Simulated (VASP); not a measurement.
Runs of VASP 6.6.1 on Sb2Pt. The structure is that of space group Fm-3m (No. 225), or close to it. The cells are those of the table. The cell was generated, and may not be a known phase.

| task | cell | k mesh | cutoff (eV) | smearing | gap on the mesh (eV) | pressure (GPa) | relaxed volume (Å³/atom) |
| --- | --- | --- | --- | --- | --- | --- | --- |
| single point | a = 4.696 Å, angles 60.0°, 3 atoms | 10 × 10 × 10 | 520 | gaussian 0.1 eV | none | -0.3 | - |
| relaxation of cell and atoms | relaxed from a = 4.698 Å, angles 60.0°, 3 atoms | 10 × 10 × 10 | 600 | gaussian 0.1 eV | none | 0.0 | 24.35 |
| single point | a = 4.698 Å, angles 60.0°, 3 atoms | 5 × 5 × 5 | 520 | gaussian 0.2 eV | none | -0.3 | - |
| relaxation of cell and atoms | relaxed from a = 5.189 Å, angles 60.0°, 3 atoms | 5 × 5 × 5 | 600 | gaussian 0.2 eV | none | -0.5 | (a) |

Alike in all rows: level PBE; potentials or basis VASP PAW PBE potentials, release 64 (Sb, Pt); no spin polarisation.

Problem. Fill in the values left out.

Solution. (a) 24.51.

Caveats: spin-orbit coupling is left out, which moves the levels of the heavy elements; the volume moved by over 15 % at a fixed basis, so the end points are rough (at least some runs).

A k mesh can miss the band edges, and the runs leave out spin-orbit coupling on Pt, Sb.

A gap of «none» marks levels without a gap at the run's occupations.
